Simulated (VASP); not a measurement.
Ti:

```
Ti
1.0
     2.95000    0.00000    0.00000
    -1.47500    2.55477    0.00000
     0.00000    0.00000    4.68460
Ti
2
Direct
  0.33333 0.66667 0.75000
  0.66667 0.33333 0.25000
```

- Program: VASP 6.6.1
- Task: relaxation of cell and atoms
- Functional: PBEsol
- Potentials or basis: VASP PAW PBE potentials, release 64 (Ti_sv)
- Cutoff: 600 eV
- k mesh: 16 × 16 × 10
- Occupations: gaussian, width 0.05 eV
- Spin: no spin polarisation

At the start: pressure -6.1 GPa; volume 17.65 Å³/atom.

Task: Where does the relaxation end?

Result: Over 9 steps the energy falls by 19.5 meV/atom and the volume is 16.67 Å³/atom (-5.6 %); space group P6_3/mmc (No. 194, to 0.05 Å).

Step by step:
| step | energy change (eV) | largest force (eV/Å) | pressure (GPa) | volume (Å³) |
| --- | --- | --- | --- | --- |
| 1 | 0.0000 | 0.0000 | -6.06 | 35.31 |
| 2 | -0.0178 | 0.0000 | 5.21 | 32.00 |
| 3 | -0.0391 | 0.0000 | -0.01 | 33.35 |
| 4 | -0.0390 | 0.0000 | 0.11 | 33.31 |
| 5 | -0.0391 | 0.0000 | -0.08 | 33.36 |
| 6 | -0.0391 | 0.0000 | -0.04 | 33.36 |
| 7 | -0.0391 | 0.0000 | -0.07 | 33.35 |
| 8 | -0.0391 | 0.0000 | 0.11 | 33.32 |
| 9 | -0.0391 | 0.0000 | 0.06 | 33.33 |

Final structure:
```
CELL_PARAMETERS angstrom
2.89836 0.00000 0.00000
-1.44918 2.51005 0.00000
0.00000 0.00000 4.58195
ATOMIC_POSITIONS crystal
Ti 0.33333 0.66667 0.75000
Ti 0.66667 0.33333 0.25000
```

Caveat: the PAW data sets were made with another functional, which shifts forces and pressure a little.
